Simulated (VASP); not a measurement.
# WCl (Fmmm) in VASP: single point with r2SCAN

Aim: the single point of WCl with r2SCAN.

Program: VASP 6.6.1. These are calculated values, not measurements. Logs are shortened: lines on timing, memory, paths and dates and some standing lists are left out, and cuts for length are marked.

## 1. The cell of the first run

It takes space group Fmmm (No. 69, orthorhombic). The conventional cell has a = 5.457 Å, b = 5.804 Å, c = 6.194 Å, α = 90.00°, β = 90.00°, γ = 90.00°. Within 3.6 Å of W (site symmetry mmm) lie 6 Cl at 2.73 to 3.10 Å. Within 3.6 Å of Cl (site symmetry mmm) lie 6 W at 2.73 to 3.10 Å.

## 2. Single point, r2SCAN

The input, POSCAR:

```
WCl
1.0
   -2.7282980000      2.9018670000      0.0000000000
    2.7282980000      0.0000000000      3.0971330000
    2.7282980000      2.9018670000      0.0000000000
W Cl
1 1
Direct
    0.0000000000      0.0000000000      0.0000000000
    0.5000000000      0.0000000000      0.5000000000
```

The input, INCAR.step1:

```
ALGO     = Normal         # electronic algorithm
EDIFF    = 1E-4           # SCF threshold, eV
ENCUT    = 520            # plane-wave cutoff, eV
GGA      = PE             # functional
ISMEAR   = -1             # smearing method
LASPH    = True           # aspherical terms in the spheres
LCHARG   = False          # write CHGCAR
LREAL    = False          # projectors in reciprocal space
LWAVE    = True           # write WAVECAR
NBANDS   = 18             # bands
NELM     = 60             # most SCF steps
PREC     = Accurate       # precision mode
SIGMA    = 0.1            # smearing width, eV
```

The input, INCAR.step2:

```
ALGO     = Normal         # electronic algorithm
EDIFF    = 1E-6           # SCF threshold, eV
ENCUT    = 520            # plane-wave cutoff, eV
ISIF     = 2              # what is computed and relaxed
ISMEAR   = -1             # smearing method
ISTART   = 1            
LASPH    = True           # aspherical terms in the spheres
LCHARG   = False          # write CHGCAR
LMIXTAU  = True         
LREAL    = False          # projectors in reciprocal space
LWAVE    = False          # write WAVECAR
METAGGA  = R2SCAN         # meta-GGA
NBANDS   = 18             # bands
NELM     = 60             # most SCF steps
PREC     = Accurate       # precision mode
SIGMA    = 0.1            # smearing width, eV
```

The input, KPOINTS:

```
k-points
0
Gamma
  11 11 11
```

Potentials or basis: VASP PAW PBE potentials, release 64 (W_sv, Cl).

Run with:

```
> cat potpaw_PBE.64/W_sv/POTCAR potpaw_PBE.64/Cl/POTCAR > POTCAR
> cp INCAR.step1 INCAR
> mpirun -np 1 vasp_std > vasp.out
> cp INCAR.step2 INCAR
> mpirun -np 1 vasp_std > vasp.out
```

OUTCAR:

```text
EDIFF = 1E-6
   ENCUT = 520
   ISIF = 2
   ISMEAR = -1
   ISTART = 1
   LASPH = True
   LREAL = False
   METAGGA = R2SCAN
   NELM = 60
   PREC = Accurate

 ion  position               nearest neighbor table
   1  0.000  0.000  0.000-   2 2.73   2 2.73   2 2.90   2 2.90
   2  0.500  0.000  0.500-   1 2.73   1 2.73   1 2.90   1 2.90

  LATTYP: Found a face centered orthorhombic cell.
 ALAT       =     5.4565960000
 B/A-ratio  =     1.0636180505
 C/A-ratio  =     1.1351886781

  Lattice vectors:

 A1 = (   0.0000000000,   2.9018670000,   3.0971330000)
 A2 = (   2.7282980000,   0.0000000000,   3.0971330000)
 A3 = (   2.7282980000,   2.9018670000,   0.0000000000)

Analysis of symmetry for initial positions (statically):
=====================================================================
 Subroutine PRICEL returns:
 Original cell was already a primitive cell.

 Routine SETGRP: Setting up the symmetry group for a
 face centered orthorhombic supercell.

 Subroutine GETGRP returns: Found  8 space group operations
 (whereof  8 operations were pure point group operations)
 out of a pool of  8 trial point group operations.

The static configuration has the point symmetry D_2h.

Analysis of symmetry for dynamics (positions and initial velocities):
=====================================================================
 Subroutine PRICEL returns:
 Original cell was already a primitive cell.

 Routine SETGRP: Setting up the symmetry group for a
 face centered orthorhombic supercell.

 Subroutine GETGRP returns: Found  8 space group operations
 (whereof  8 operations were pure point group operations)
 out of a pool of  8 trial point group operations.

The dynamic configuration has the point symmetry D_2h.

 Subroutine INISYM returns: Found  8 space group operations
 (whereof  8 operations are pure point group operations),
 and found     1 'primitive' translations

----------------------------------------------------------------------------------------

                                     Primitive cell

  volume of cell :      49.0410

  direct lattice vectors                    reciprocal lattice vectors
    -2.728298000  2.901867000  0.000000000    -0.183264438  0.172302866  0.161439628
     2.728298000  0.000000000  3.097133000     0.000000000  0.000000000  0.322879256
     2.728298000  2.901867000  0.000000000     0.183264438  0.172302866 -0.161439628

  length of vectors
     3.983019214  4.127449914  3.983019214     0.298892766  0.322879256  0.298892766

  position of ions in fractional coordinates (direct lattice)
     0.000000000  0.000000000  0.000000000
     0.500000000  0.000000000  0.500000000

  ion indices of the primitive-cell ions
   primitive index   ion index
                 1           1
                 2           2

----------------------------------------------------------------------------------------

 KPOINTS: k-points

Automatic generation of k-mesh.
 Grid dimensions read from file:
 generate k-points for:   11   11   11

 Generating k-lattice:

  Cartesian coordinates                     Fractional coordinates (reciprocal lattice)
    -0.016660403  0.015663897  0.014676330     0.090909091 -0.000000000 -0.000000000
     0.000000000  0.000000000  0.029352660     0.000000000  0.090909091  0.000000000
     0.016660403  0.015663897 -0.014676330    -0.000000000  0.000000000  0.090909091

  Length of vectors
     0.027172070  0.029352660  0.027172070

  Shift w.r.t. Gamma in fractional coordinates (k-lattice)
     0.000000000  0.000000000  0.000000000

 Subroutine IBZKPT returns following result:
 ===========================================

 Found    216 irreducible k-points:

 Following reciprocal coordinates:
            Coordinates               Weight
  0.000000  0.000000  0.000000      1.000000
  0.090909  0.000000  0.000000      8.000000
  0.181818  0.000000 -0.000000      8.000000
  0.272727  0.000000  0.000000      8.000000
  0.363636  0.000000  0.000000      8.000000
  0.454545  0.000000  0.000000      8.000000
[... 16 lines left out ...]
 -0.454545  0.181818 -0.000000      8.000000
 -0.363636  0.181818 -0.000000      4.000000
 [... further k-points ...]
   k-points           NKPTS =    216   k-points in BZ     NKDIM =    216   number of bands    NBANDS=     18
   number of dos      NEDOS =    301   number of ions     NIONS =      2
   total plane-waves  NPLWV =  28800
   dimension x,y,z NGX =    30 NGY =   32 NGZ =   30
   dimension x,y,z NGXF=    60 NGYF=   64 NGZF=   60
   ions per type =               1   1
   NGX,Y,Z   is equivalent  to a cutoff of  12.52, 12.89, 12.52 a.u.
   NGXF,Y,Z  is equivalent  to a cutoff of  25.04, 25.78, 25.04 a.u.
 SYSTEM =  unknown system
   PREC   = accura    normal or accurate (medium, high low for compatibility)
   ISTART =      1    job   : 0-new  1-cont  2-samecut
   ICHARG =      0    charge: 1-file 2-atom 10-const
   ISPIN  =      1    spin polarized calculation?
   LNONCOLLINEAR =      F non collinear calculations
   LSORBIT =      F    spin-orbit coupling
   LASPH  =      T    aspherical Exc in radial PAW
   ENCUT  =  520.0 eV  38.22 Ry    6.18 a.u.   7.41  7.67  7.41*2*pi/ulx,y,z
   NELM   =     60;   NELMIN=  2; NELMDL=  0     # of ELM steps
   EDIFF  = 0.1E-05   stopping-criterion for ELM
   LREAL  =      F    real-space projection
   EDIFFG = 0.1E-04   stopping-criterion for IOM
   NSW    =      0    number of steps for IOM
   IBRION =     -1    ionic relax: 0-MD 1-quasi-New 2-CG
   NFREE  =      0    steps in history (QN), initial steepest desc. (CG)
   ISIF   =      2    stress and relaxation
   ISYM   =      2    0-nonsym 1-usesym 2-fastsym
   POTIM  = 0.5000    time-step for ionic-motion
   TEBEG  =    0.0;   TEEND  =   0.0 temperature during run
   PSTRESS=    0.0 pullay stress
   NELECT =      21.0000    total number of electrons
   NUPDOWN=      -1.0000    fix difference up-down
   EMIN   =  10.00;   EMAX   =-10.00  energy-range for DOS
   EFERMI =   0.00;   METHOD = LEGACY
   ISMEAR =    -1;   SIGMA  =   0.10  broadening in eV -4-tet -1-fermi 0-gaus
   EFERMI_NEDOS =   21; number of points for ismear=-14 and -15
   IALGO  =     38    algorithm
   IMIX   =      4    mixing-type and parameters
     AMIX     =   0.40;   BMIX     =  1.00
     AMIX_MAG =   1.60;   BMIX_MAG =  1.00
  volume/ion in A,a.u.               =      24.52       165.47
  Fermi-wavevector in a.u.,A,eV,Ry     =   1.233942  2.331813 20.716418  1.522614
  Thomas-Fermi vector in A             =   2.368652
   LORBIT       =      0    0 simple, 1 ext, 2 COOP (PROOUT), +10 PAW based schemes
   METAGGA = R2SCAN    functional components
   LHFCALC =     F    Hartree Fock is set to
   AEXX    =    0.0000 exact exchange contribution
   IVDW    =     0    specifies the selected vdW correction
   LEPSILON=     F    determine dielectric tensor
   LRPA    =     F    only Hartree local field effects (RPA)
 non-spin polarized calculation
  energy-cutoff  :      520.00
  volume of cell :       49.04
 maximum number of plane-waves:      1342
 NGX is ok and might be reduce to    30
   NGX = 15   NGY = 15   NGZ = 15

 number of electron      21.0000004 magnetization

 Free energy of the ion-electron system (eV)
  ---------------------------------------------------
  ext. energy  EPLUGINS =         0.00000000
  ---------------------------------------------------
  free energy    TOTEN  =       -51.61555363 eV

  energy without entropy =      -51.40529767  energy(sigma->0) =      -51.51042565

 E-fermi :   5.5576     XC(G=0): -10.5374

 val. band max:        5.5565146133   @ k =  -0.2727   0.0909   0.2727
 cond. band min:       5.5576496696   @ k =   0.4545   0.4545   0.4545
 fundamental gap:      0.0011350562
 Fermi energy:         5.5575730224

 k-point     1 :       0.0000    0.0000    0.0000
  band No.  band energies     occupation
      1     -70.9310      2.00000
      2     -34.5812      2.00000
      3     -34.4589      2.00000
      4     -34.3987      2.00000
      5     -13.1775      2.00000
      6      -0.2778      2.00000
[... 10 lines left out ...]
     17      16.0668      0.00000
     18      16.0861      0.00000

 k-point     2 :       0.0909    0.0000    0.0000
  band No.  band energies     occupation
      1     -70.9310      2.00000
      2     -34.5821      2.00000
      3     -34.4596      2.00000
      4     -34.3992      2.00000
      5     -13.1496      2.00000
      6      -0.4940      2.00000
[... 10 lines left out ...]
     17      15.5853      0.00000
     18      15.8291      0.00000

 k-point     3 :       0.1818    0.0000   -0.0000
  band No.  band energies     occupation
      1     -70.9309      2.00000
      2     -34.5843      2.00000
      3     -34.4616      2.00000
      4     -34.4006      2.00000
      5     -13.0735      2.00000
      6      -1.0770      2.00000
[... 10 lines left out ...]
     17      15.0005      0.00000
     18      15.5500      0.00000

 k-point     4 :       0.2727    0.0000    0.0000
  band No.  band energies     occupation
      1     -70.9308      2.00000
      2     -34.5874      2.00000
      3     -34.4641      2.00000
      4     -34.4023      2.00000
      5     -12.9708      2.00000
      6      -1.7102      2.00000
[... 375 lines left out ...]
      4     -34.4060      2.00000
      5     -12.8057      2.00000
      6      -2.3431      2.00000
[... 10 lines left out ...]
     17      12.2582      0.00000
     18      15.7207      0.00000

 k-point    23 :      -0.4545    0.1818   -0.0000
  band No.  band energies     occupation
      1     -70.9306      2.00000
      2     -34.5917      2.00000
      3     -34.4673      2.00000
      4     -34.4041      2.00000
      5     -12.8436      2.00000
      6      -2.2613      2.00000
[... 10 lines left out ...]
     17      12.5735      0.00000
     18      15.4799      0.00000

 k-point    24 :      -0.3636    0.1818   -0.0000
  band No.  band energies     occupation
      1     -70.9307      2.00000
      2     -34.5895      2.00000
      3     -34.4658      2.00000
      4     -34.4022      2.00000
      5     -12.9180      2.00000
      6      -1.9851      2.00000
[... 10 lines left out ...]
     17      13.5233      0.00000
     18      15.4492      0.00000

 [... further k-points ...]
[... 5 lines left out ...]
  --------------------------------------------------------------------------------------
  -------------------------------------------------------------------------------------
  Total       -5.8810309     -4.8690074     -4.1685225      0.0000000      0.0000000      0.0000000
  in kB     -192.1342924   -159.0713096   -136.1863463      0.0000000      0.0000000      0.0000000
  external PRESSURE =    -162.4639828 kB  Pullay stress =       0.0000000 kB

 VOLUME and BASIS-vectors are now :
 -----------------------------------------------------------------------------
  energy-cutoff  :      520.00
  volume of cell :       49.04
      direct lattice vectors                 reciprocal lattice vectors
    -2.728298000  2.901867000  0.000000000    -0.183264438  0.172302866  0.161439628
     2.728298000  0.000000000  3.097133000     0.000000000  0.000000000  0.322879256
     2.728298000  2.901867000  0.000000000     0.183264438  0.172302866 -0.161439628

 POSITION                                       TOTAL-FORCE (eV/Angst)
 -----------------------------------------------------------------------------------
      0.00000      0.00000      0.00000         0.000000     -0.000000      0.000000
      0.00000      2.90187      0.00000        -0.000000      0.000000      0.000000
 -----------------------------------------------------------------------------------
    total drift:                               -0.000000     -0.000000     -0.000000

  FREE ENERGIE OF THE ION-ELECTRON SYSTEM (eV)
  ---------------------------------------------------
  free  energy   TOTEN  =       -51.6155536281 eV

  energy  without entropy=      -51.4052976671  energy(sigma->0) =      -51.51042565
```

Wall time 17 min (1 thread of AMD EPYC 7R43 (Zen 3), shared host); peak memory 0.28 GiB.

What came out:

```
Free energy            : -51.6156 eV
Pressure               : -16.2 GPa
Band gap on the k mesh : zero (an odd number of electrons rules out a gap without spin polarisation)
```

Levels at points of the mesh, in eV from the Fermi level:
| k point | band 6 | band 7 | band 8 | band 9 | band 10 | band 11 | band 12 | band 13 | band 14 | band 15 |
| --- | --- | --- | --- | --- | --- | --- | --- | --- | --- | --- |
| (0.00, 0.00, 0.00) | -5.84 | -5.58 | -5.40 | -2.21 | -1.56 | -1.14 | -0.79 | -0.54 | -0.40 | 8.96 |

Caveat: the cell stands under tension; the PAW data sets were made with another functional, which shifts forces and pressure a little; spin-orbit coupling is left out, which moves the levels of the heavy elements; an odd number of electrons without spin polarisation forces a metal; a magnetic or distorted state may lie lower.
